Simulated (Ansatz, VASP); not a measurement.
## Sc2Al in VASP and in Ansatz

```
Sc Al
1.0
    -1.70423    2.58272    3.91093
     1.70423   -2.58272    3.91093
     1.70423    2.58272   -3.91093
Sc Al
2 1
Cartesian
  0.0000 2.5827 1.5659
  1.7042 0.0000 2.3451
  0.0000 0.0000 0.0000
```

Alike in both runs: task relaxation of cell and atoms; functional r2SCAN; k mesh 6 × 6 × 6; occupations gaussian, width 0.1 eV; no spin polarisation.

|  | VASP | Ansatz |
| --- | --- | --- |
| version | VASP 6.6.1 | Ansatz 0.2.0 |
| potentials or method | VASP PAW PBE potentials, release 64 (Sc_sv, Al), cutoff 600 eV | scalar-relativistic, plane waves, PAW |
| valence electrons in the cell | 25 | 25 |

```csv
,VASP,Ansatz,Ansatz less VASP
"gap on the k mesh at the Fermi level, each at its own relaxed structure (eV)",none,none,-
relaxed volume (Å³/atom),22.94,22.88,-0.059
relaxed cell length with the largest relative difference (Å),5.048,5.044,-0.0037
```

VASP's potentials were made for PBE, not for r2SCAN. A gap of «none» marks a metal or a gap that the smearing closes.

The k mesh is coarse, so the values compare programs but aren't converged.
